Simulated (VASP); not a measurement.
A run of VASP 6.6.1 is set up as follows.

INCAR

```
  PREC = Accurate
  ENCUT = 520
  EDIFF = 1E-6
  ISMEAR = -1
  SIGMA = 0.05
  LREAL = F
  LASPH = T
  NELM = 80
  ALGO = Fast
  ISIF = 2
  LWAVE = F
  LCHARG = F
  GGA = RE
  IVDW = 13
  NBANDS = 22
```

File KPOINTS:

```
Automatic mesh
0
Gamma
  6 6 9
```

Contents of POSCAR:

```
Bi
1.0
    3.4668987636     -3.0256564472     -0.0274773822
    3.4668987636      3.0256564472     -0.0274773822
   -1.2769196585      0.0000000000      3.0932184371
Bi
2
Direct
    0.7524870146      0.7524870146      0.8364872214
    0.2475129854      0.2475129854      0.1635127786
```

Potentials or basis: VASP PAW PBE potentials, release 64 (Bi_d).

The run is started by

```console
$ cat potpaw_PBE.64/Bi_d/POTCAR > POTCAR
$ mpirun -np 1 vasp_std > vasp.out
```

(1) Predict the band gap on the k mesh.

(2) Estimate the pressure.

## Answers

(1) zero (bands 15 and 16 overlap by 4.52 eV).

(2) -0.1 GPa.

Caveat: the PAW data sets were made with another functional, which shifts forces and pressure a little; spin-orbit coupling is left out, which moves the levels of the heavy elements.
